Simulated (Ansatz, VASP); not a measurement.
# One calculation of Mg5Se2, two programs

Contents of INCAR:

```
ALGO = Normal
EDIFF = 1E-7
ENCUT = 520
GGA = PE
ISIF = 2
ISMEAR = 0
LASPH = T
LCHARG = F
LREAL = F
LWAVE = F
NBANDS = 20
NELM = 80
PREC = Accurate
SIGMA = 0.2
```

The input KPOINTS:

```
k-points
0
Gamma
  6 6 2
```

POSCAR

```
Mg5Se2
1.0
    3.7298654310      0.0000000000      0.0000000000
   -1.8649327155      3.2301582159      0.0000000000
    0.0000000000      0.0000000000     13.9304922806
Mg Se
5 2
Direct
    1.0000000000      0.0000000000      0.0000000000
    0.6666666667      0.3333333333      0.2358828240
    0.3333333333      0.6666666667      0.7641171760
    0.6666666667      0.3333333333      0.5881176891
    0.3333333333      0.6666666667      0.4118823109
    0.6666666667      0.3333333333      0.8822272879
    0.3333333333      0.6666666667      0.1177727121
```

Input for Ansatz:

```yaml
crystal:
  lattice:
    - [3.729865431, 0.0, 0.0]
    - [-1.8649327155, 3.2301582159, 0.0]
    - [0.0, 0.0, 13.9304922806]
  atoms:
    - { symbol: Mg, position: [1.0, 0.0, 0.0] }
    - { symbol: Mg, position: [0.6666666667, 0.3333333333, 0.235882824] }
    - { symbol: Mg, position: [0.3333333333, 0.6666666667, 0.764117176] }
    - { symbol: Mg, position: [0.6666666667, 0.3333333333, 0.5881176891] }
    - { symbol: Mg, position: [0.3333333333, 0.6666666667, 0.4118823109] }
    - { symbol: Se, position: [0.6666666667, 0.3333333333, 0.8822272879] }
    - { symbol: Se, position: [0.3333333333, 0.6666666667, 0.1177727121] }
basis:
  ecutwfc: 420
kpoints:
  mp_grid: { grid: [6, 6, 2] }
hamiltonian:
  xc: pbe
scf:
  occupations: { method: gaussian, width: 0.2 }
  lower_state_search: "off"
output:
  forces: true
  stress: true
  eigenvalues: true
```

Alike in both runs: task single point; functional PBE; k mesh 6 × 6 × 2; occupations gaussian, width 0.2 eV; no spin polarisation.

|  | VASP | Ansatz |
| --- | --- | --- |
| version | VASP 6.6.1 | Ansatz 0.2.0 |
| potentials or method | VASP PAW PBE potentials, release 64 (Mg, Se), cutoff 520 eV | scalar-relativistic, plane waves, PAW |
| valence electrons in the cell | 22 | 82 |

Ansatz gave:

* gap on the k mesh at the Fermi level (eV): none
* pressure (GPa): -0.1
* traceless stress, the component that is largest in VASP (GPa): -0.33
* rms of the force components (eV/Å): 0.044

What did VASP give for the same quantities?

gap on the k mesh at the Fermi level (eV): none; pressure (GPa): -0.2; traceless stress, the component that is largest in VASP (GPa): -0.35; rms of the force components (eV/Å): 0.043.

Atom by atom the forces differ by 0.000 eV/Å (rms over components). A gap of «none» marks a metal or a gap that the smearing closes. With one functional, cell and mesh, what is left measures potentials, basis and numerics. VASP's potentials hold 22 valence electrons a cell and Ansatz's 82, so a difference there can come from the potentials and not from the codes.
